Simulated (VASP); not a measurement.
Input of a VASP 6.6.1 run:

The input INCAR:

```
SYSTEM = C
PREC     = Accurate       ! precision mode
ENCUT    = 520            ! plane-wave cutoff, eV
EDIFF    = 1E-6           ! SCF threshold, eV
ISMEAR   = 0              ! smearing method
SIGMA    = 0.05           ! smearing width, eV
LREAL    = .False.        ! projectors in reciprocal space
LASPH    = .True.         ! aspherical terms in the spheres
NELM     = 100            ! most SCF steps
ALGO     = Normal         ! electronic algorithm
ISIF     = 2              ! what is computed and relaxed
LWAVE    = .False.        ! write WAVECAR
LCHARG   = .False.        ! write CHGCAR
GGA      = CA             ! functional
NBANDS   = 11             ! bands
```

Contents of KPOINTS:

```
regular mesh
0
Gamma
  14 14 10
  0 0 0
```

The input POSCAR:

```
C
1.0
    2.0510888980     -1.1842076861     -0.0123583483
    2.0510888980      1.1842076861     -0.0123583483
   -1.3481506347      0.0000000000      3.5562363910
C
2
Direct
    0.8333830096      0.8333830096      0.0001497828
    0.1666169904      0.1666169904      0.9998502172
```

Potentials or basis: VASP PAW LDA potentials, release 64 (C).

Launch:

```console
$ cat potpaw_LDA.64/C/POTCAR > POTCAR
$ mpirun -np 1 vasp_std > vasp.out
```

(1) What does it give for the largest force?

(2) What does it give for the band gap on the k mesh?

(3) Predict the pressure.

Results:

(1) 0.012 eV/Å.

(2) 0.97 eV, direct.

(3) 30.1 GPa.
